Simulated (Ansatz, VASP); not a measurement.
**Ni: VASP beside Ansatz**

INCAR

```
SYSTEM = Ni
ALGO = Normal
EDIFF = 1E-6
ENCUT = 520
GGA = RP
ISIF = 2
ISMEAR = -1
LASPH = .True.
LCHARG = .True.
LELF = .True.
LREAL = .False.
LVHAR = .True.
LWAVE = .False.
NBANDS = 17
NELM = 80
PREC = Accurate
SIGMA = 0.1
```

KPOINTS

```
k-points
0
Gamma
  25 25 23
  0 0 0
```

The input POSCAR:

```
Ni
1.0
   -3.0129728958      3.0132876836      1.2451020581
    3.0132876836     -3.0129728958      1.2451020581
    1.5698009470      1.5698009470     -1.2445255238
Ni
2
Direct
    0.0000228530      0.9999771470      0.0000000000
    0.7499771470      0.2500228530      0.5000000000
```

Input for Ansatz:

```yaml
crystal:
  lattice:
    - [-3.0129728958, 3.0132876836, 1.2451020581]
    - [3.0132876836, -3.0129728958, 1.2451020581]
    - [1.569800947, 1.569800947, -1.2445255238]
  atoms:
    - { symbol: Ni, position: [2.2853e-05, 0.999977147, 0.0] }
    - { symbol: Ni, position: [0.749977147, 0.250022853, 0.5] }
hamiltonian:
  xc: rpbe
  pseudopotentials:
    kind: paw
    azcp:
      Ni: "pseudopotentials/Ni.paw.azcp"
basis:
  ecutwfc: 420
  fft_grid_basis: typed
kpoints:
  mp_grid: { grid: [25, 25, 23], shift: [0, 0, 0] }
magnetization:
  spin_polarized: false
scf:
  occupations: { method: fermi_dirac, width: 0.1 }
output:
  stress: true
  write_density: true
  write_potential: true
  elf: true
  volumetric_format: npy
```

Alike in both runs: task single point; functional RPBE; k mesh 25 × 25 × 23; occupations fermi-dirac, width 0.1 eV; no spin polarisation.

|  | VASP | Ansatz |
| --- | --- | --- |
| version | VASP 6.6.1 | Ansatz 0.2.0 |
| potentials or method | VASP PAW PBE potentials, release 64 (Ni), cutoff 520 eV | plane waves (420 eV) with PAW, scalar-relativistic |
| valence electrons in the cell | 20 | 36 |

```tsv
	VASP	Ansatz	Ansatz less VASP
pressure (GPa)	-5.9	-6.2	-0.32
traceless stress, the component that is largest in VASP (GPa)	0.19	0.23	+0.041
```

VASP's potentials were made for PBE, not for RPBE. The functional is the same, so the differences come from potentials, cutoffs and numerics. VASP's potentials hold 20 valence electrons a cell and Ansatz's 36, so a difference there can come from the potentials and not from the codes.
